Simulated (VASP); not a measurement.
Runs of VASP 6.6.1 on GaN. The structure is that of space group F-43m (No. 216), or close to it. The cells are those of the table. 

| level | cell | k mesh | smearing | grid for exact exchange (PRECFOCK) | screening parameter | gap on the mesh (eV) | pressure (GPa) | largest force (eV/Å) |
| --- | --- | --- | --- | --- | --- | --- | --- | --- |
| r2SCAN | a = 3.360 Å, angles 60.0°, 2 atoms | 10 × 10 × 10 | gaussian 0.01 eV | - | - | (b) | (d) | - |
| HSE06 | a = 3.360 Å, angles 60.0°, 2 atoms | 6 × 6 × 6 | gaussian 0.01 eV | Normal | 0.2079 1/Å | 1.79 | -22.7 | - |
| PBE | a = 3.360 Å, angles 60.0°, 2 atoms | 10 × 10 × 10 | fermi-dirac 0.02 eV | - | - | 0.71 | (c) | - |
| PBE | a = 3.071 Å, angles 62.4°, 2 atoms | 10 × 10 × 10 | fermi-dirac 0.02 eV | - | - | 1.80 | (a) | 0.04 |
| r2SCAN | a = 3.071 Å, angles 62.4°, 2 atoms | 10 × 10 × 10 | gaussian 0.01 eV | - | - | 2.20 | 12.9 | 0.02 |

Alike in all rows: task single point; potentials or basis VASP PAW PBE potentials, release 64 (Ga_d, N); no spin polarisation; cutoff (eV) 520.

Question: Estimate the missing entries.

Answer: (a) 18.0; (b) 1.07; (c) -16.5; (d) -22.0.

Caveats: the PAW data sets were made with another functional, which shifts forces and pressure a little (some runs).

A k mesh can miss the band edges, and the runs leave out spin-orbit coupling on Ga.
